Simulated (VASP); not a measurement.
# HfB2 (P6/mmm) in VASP: notebook, part 2 of 2

VASP 6.6.1. The steps go on from the part before.

## Step 3: Single point, r2SCAN

This run uses another cell than the first one, of 9.51 Å³/atom, 1.021 times its volume.

The input, POSCAR:

```
HfB2
1.0
    3.0975623654      0.0000000000      0.0000000000
   -1.5487811827      2.6825676982      0.0000000000
    0.0000000000      0.0000000000      3.4329672075
Hf B
1 2
Direct
    0.0000000000      0.0000000000      0.0000000000
    0.6666666667      0.3333333333      0.5000000000
    0.3333333333      0.6666666667      0.5000000000
```

The input, INCAR.step1:

```
SYSTEM = HfB2
PREC = Accurate
ENCUT = 520
ISMEAR = -1
SIGMA = 0.05
LREAL = .False.
LASPH = .True.
NELM = 100
NBANDS = 15
GGA = PE
ALGO = Normal
EDIFF = 1E-4
LWAVE = .True.
LCHARG = .False.
```

The input, INCAR.step2:

```
SYSTEM = HfB2
PREC = Accurate
ENCUT = 520
EDIFF = 1E-6
ISMEAR = -1
SIGMA = 0.05
LREAL = .False.
LASPH = .True.
NELM = 100
ALGO = Normal
ISIF = 2
LWAVE = .False.
LCHARG = .True.
METAGGA = R2SCAN
LMIXTAU = .True.
LELF = .True.
LVHAR = .True.
NBANDS = 15
ISTART = 1
```

The input, KPOINTS:

```
Automatic mesh
0
Gamma
  10 10 8
  0 0 0
```

Potentials or basis: VASP PAW PBE potentials, release 64 (Hf_pv, B).

On the command line:

```console
> cat potpaw_PBE.64/Hf_pv/POTCAR potpaw_PBE.64/B/POTCAR > POTCAR
> cp INCAR.step1 INCAR
> mpirun -np 1 vasp_std > vasp.out
> cp INCAR.step2 INCAR
> mpirun -np 1 vasp_std > vasp.out
```

OUTCAR:

```text
SYSTEM = HfB2
   PREC = Accurate
   ENCUT = 520
   EDIFF = 1E-6
   ISMEAR = -1
   LREAL = .False.
   LASPH = .True.
   NELM = 100
   ISIF = 2
   METAGGA = R2SCAN
   ISTART = 1

 ion  position               nearest neighbor table
   1  0.000  0.000  0.000-   2 2.48   3 2.48   2 2.48   3 2.48   3 2.48   3 2.48   2 2.48   2 2.48
                             2 2.48   2 2.48   3 2.48   3 2.48
   2  0.667  0.333  0.500-   3 1.79   3 1.79   3 1.79   1 2.48   1 2.48   1 2.48   1 2.48   1 2.48
                             1 2.48
   3  0.333  0.667  0.500-   2 1.79   2 1.79   2 1.79   1 2.48   1 2.48   1 2.48   1 2.48   1 2.48
                             1 2.48

  LATTYP: Found a hexagonal cell.
 ALAT       =     3.0975623654
 C/A-ratio  =     1.1082802548

  Lattice vectors:

 A1 = (   3.0975623654,   0.0000000000,   0.0000000000)
 A2 = (  -1.5487811827,   2.6825676982,   0.0000000000)
 A3 = (   0.0000000000,   0.0000000000,   3.4329672075)

Analysis of symmetry for initial positions (statically):
=====================================================================
 Subroutine PRICEL returns:
 Original cell was already a primitive cell.

 Routine SETGRP: Setting up the symmetry group for a
 hexagonal supercell.

 Subroutine GETGRP returns: Found 24 space group operations
 (whereof 24 operations were pure point group operations)
 out of a pool of 24 trial point group operations.

The static configuration has the point symmetry D_6h.

Analysis of symmetry for dynamics (positions and initial velocities):
=====================================================================
 Subroutine PRICEL returns:
 Original cell was already a primitive cell.

 Routine SETGRP: Setting up the symmetry group for a
 hexagonal supercell.

 Subroutine GETGRP returns: Found 24 space group operations
 (whereof 24 operations were pure point group operations)
 out of a pool of 24 trial point group operations.

The dynamic configuration has the point symmetry D_6h.

 Subroutine INISYM returns: Found 24 space group operations
[... 124 lines left out ...]
   METAGGA = R2SCAN    functional components
   LHFCALC =     F    Hartree Fock is set to
   AEXX    =    0.0000 exact exchange contribution
   IVDW    =     0    specifies the selected vdW correction
   LEPSILON=     F    determine dielectric tensor
   LRPA    =     F    only Hartree local field effects (RPA)
 non-spin polarized calculation
  energy-cutoff  :      520.00
  volume of cell :       28.53
 maximum number of plane-waves:       784
 NGX is ok and might be reduce to    24
   NGX = 11   NGY = 11   NGZ = 13

 number of electron      16.0000001 magnetization

 Free energy of the ion-electron system (eV)
  ---------------------------------------------------
  ext. energy  EPLUGINS =         0.00000000
  ---------------------------------------------------
  free energy    TOTEN  =       -63.05460792 eV

  energy without entropy =      -63.05207357  energy(sigma->0) =      -63.05334074

 E-fermi :   7.9398     XC(G=0): -13.7671

 val. band max:        7.8836137417   @ k =   0.2000   0.2000   0.1250
 cond. band min:       8.1745381243   @ k =   0.1000   0.1000   0.2500
 fundamental gap:      0.2909243825
 Fermi energy:         7.9397505604

 k-point     1 :       0.0000    0.0000    0.0000
  band No.  band energies     occupation
      1     -23.7024      2.00000
      2     -23.1430      2.00000
      3     -23.1430      2.00000
      4      -6.8797      2.00000
      5       4.8222      2.00000
      6       4.8969      2.00000
      7       4.8969      2.00000
      8       4.9742      2.00000
      9      12.4827      0.00000
     10      12.4827      0.00000
     11      13.2091      0.00000
     12      13.2091      0.00000
     13      13.3923      0.00000
     14      13.3923      0.00000
[... 401 lines left out ...]
      2     -23.5802      2.00000
      3     -23.3955      2.00000
      4      -2.7690      2.00000
      5      -1.3021      2.00000
      6       2.9884      2.00000
      7       3.9121      2.00000
      8       5.6103      2.00000
      9       9.2954      0.00000
     10      12.5608      0.00000
     11      12.6445      0.00000
     12      14.9119      0.00000
     13      16.2871      0.00000
     14      17.3217      0.00000
     15      19.8877      0.00000

 [... further k-points ...]
[... 5 lines left out ...]
  --------------------------------------------------------------------------------------
  -------------------------------------------------------------------------------------
  Total        1.8099545      1.8099545      1.8136285      0.0000000     -0.0000000      0.0000000
  in kB      101.6571264    101.6571264    101.8634803      0.0000000     -0.0000000      0.0000000
  external PRESSURE =     101.7259110 kB  Pullay stress =       0.0000000 kB

 VOLUME and BASIS-vectors are now :
 -----------------------------------------------------------------------------
  energy-cutoff  :      520.00
  volume of cell :       28.53
      direct lattice vectors                 reciprocal lattice vectors
     3.097562365  0.000000000  0.000000000     0.322834501  0.186388586  0.000000000
    -1.548781183  2.682567698  0.000000000     0.000000000  0.372777172  0.000000000
     0.000000000  0.000000000  3.432967207     0.000000000  0.000000000  0.291293199

 POSITION                                       TOTAL-FORCE (eV/Angst)
 -----------------------------------------------------------------------------------
      0.00000      0.00000      0.00000        -0.000000      0.000000      0.000000
      1.54878      0.89419      1.71648         0.000000      0.000000      0.000000
     -0.00000      1.78838      1.71648        -0.000000      0.000000     -0.000000
 -----------------------------------------------------------------------------------
    total drift:                               -0.000000      0.000000     -0.000000

  FREE ENERGIE OF THE ION-ELECTRON SYSTEM (eV)
  ---------------------------------------------------
  free  energy   TOTEN  =       -63.0546079173 eV

  energy  without entropy=      -63.0520735669  energy(sigma->0) =      -63.05334074
```

OUTCAR.step1:

```text
SYSTEM = HfB2
   PREC = Accurate
   ENCUT = 520
   ISMEAR = -1
   LREAL = .False.
   LASPH = .True.
   NELM = 100
[... 659 lines left out ...]
      0.00000      0.00000      0.00000         0.000000      0.000000      0.000000
      1.54878      0.89419      1.71648        -0.000000      0.000000     -0.000000
     -0.00000      1.78838      1.71648         0.000000      0.000000      0.000000
 -----------------------------------------------------------------------------------
    total drift:                               -0.000000      0.000000      0.000000

  FREE ENERGIE OF THE ION-ELECTRON SYSTEM (eV)
  ---------------------------------------------------
  free  energy   TOTEN  =       -26.3505183174 eV

  energy  without entropy=      -26.3479803439  energy(sigma->0) =      -26.34924933
```

Run time: 45 s. Hardware: 1 thread of Intel Xeon 6975P-C (Granite Rapids), shared host; peak memory 0.16 GiB.

Results:

| Item | Value |
| --- | --- |
| Free energy | -63.0546 eV |
| Pressure | 10.2 GPa |
| Band gap on the k mesh | zero (band 8 reaches 8.68 eV, above the bottom of band 9 at 7.77 eV) |

Caveat: the PAW data sets were made with another functional, which shifts forces and pressure a little; spin-orbit coupling is left out, which moves the levels of the heavy elements.

## Step 4: Single point, r2SCAN

This run uses another cell than the first one, of 9.71 Å³/atom, 1.043 times its volume.

The input, POSCAR:

```
HfB2
1.0
    3.1189255395      0.0000000000      0.0000000000
   -1.5594627698      2.7010687497      0.0000000000
    0.0000000000      0.0000000000      3.4566435916
Hf B
1 2
Direct
    0.0000000000      0.0000000000      0.0000000000
    0.6666666667      0.3333333333      0.5000000000
    0.3333333333      0.6666666667      0.5000000000
```

The input, INCAR.step1:

```
ALGO = Normal
EDIFF = 1E-4
ENCUT = 520
GGA = PE
ISMEAR = -1
LASPH = True
LCHARG = False
LREAL = False
LWAVE = True
NBANDS = 15
NELM = 100
PREC = Accurate
SIGMA = 0.05
```

The input, INCAR.step2:

```
ALGO = Normal
EDIFF = 1E-7
ENCUT = 520
ISIF = 2
ISMEAR = -1
ISTART = 1
LASPH = True
LCHARG = False
LMIXTAU = True
LREAL = False
LWAVE = False
METAGGA = R2SCAN
NBANDS = 15
NELM = 100
PREC = Accurate
SIGMA = 0.05
```

The input, KPOINTS:

```
k-points
0
Gamma
  10 10 8
```

On the command line:

```console
> cat potpaw_PBE.64/Hf_pv/POTCAR potpaw_PBE.64/B/POTCAR > POTCAR
> cp INCAR.step1 INCAR
> mpirun -np 1 vasp_std > vasp.out
> cp INCAR.step2 INCAR
> mpirun -np 1 vasp_std > vasp.out
```

It took 42 s on 1 thread of Intel Xeon 6975P-C (Granite Rapids), shared host; peak memory 0.17 GiB.

It converged, with:

```yaml
Free_energy: -63.0815 eV
Pressure: 4.2 GPa
Band_gap_on_the_k_mesh: zero (band 8 reaches 8.51 eV, above the bottom of band 9 at 7.62 eV)
```

Stress tensor (GPa, compression positive):
```
3.98 0.00 0.00
0.00 3.98 0.00
0.00 0.00 4.62
```

Levels at points of the mesh, in eV from the Fermi level:
```csv
k point,band 5,band 6,band 7,band 8,band 9,band 10,band 11,band 12
"(0.00, 0.00, 0.00)",-3.07,-3.00,-3.00,-2.98,4.43,4.43,5.14,5.14
"(0.50, 0.00, 0.00)",-9.74,-4.35,-3.62,-2.95,2.31,3.02,6.11,6.19
"(0.00, 0.00, 0.50)",-8.84,-1.19,-1.19,0.44,0.44,1.19,1.19,2.56
"(0.50, 0.00, 0.50)",-8.04,-5.24,-4.96,-2.90,4.32,4.64,6.73,7.77
```

Caveat: the PAW data sets were made with another functional, which shifts forces and pressure a little; spin-orbit coupling is left out, which moves the levels of the heavy elements.

## Step 5: The runs side by side

| cell | gap on the mesh (eV) | pressure (GPa) |
| --- | --- | --- |
| a = 3.076, b = 3.076, c = 3.409 Å, angles 90.0, 90.0, 120.0°, 3 atoms | none | 16.8 |
| a = 3.098, b = 3.098, c = 3.433 Å, angles 90.0, 90.0, 120.0°, 3 atoms | none | 10.2 |
| a = 3.119, b = 3.119, c = 3.457 Å, angles 90.0, 90.0, 120.0°, 3 atoms | none | 4.2 |

Alike in all rows: task single point; level r2SCAN; potentials or basis VASP PAW PBE potentials, release 64 (Hf_pv, B); no spin polarisation; k mesh 10 × 10 × 8; cutoff (eV) 520; smearing fermi-dirac 0.05 eV.

Caveats: the PAW data sets were made with another functional, which shifts forces and pressure a little; spin-orbit coupling is left out, which moves the levels of the heavy elements.

Total energies depend on the potentials used, so only differences within one code and one set of settings carry meaning.
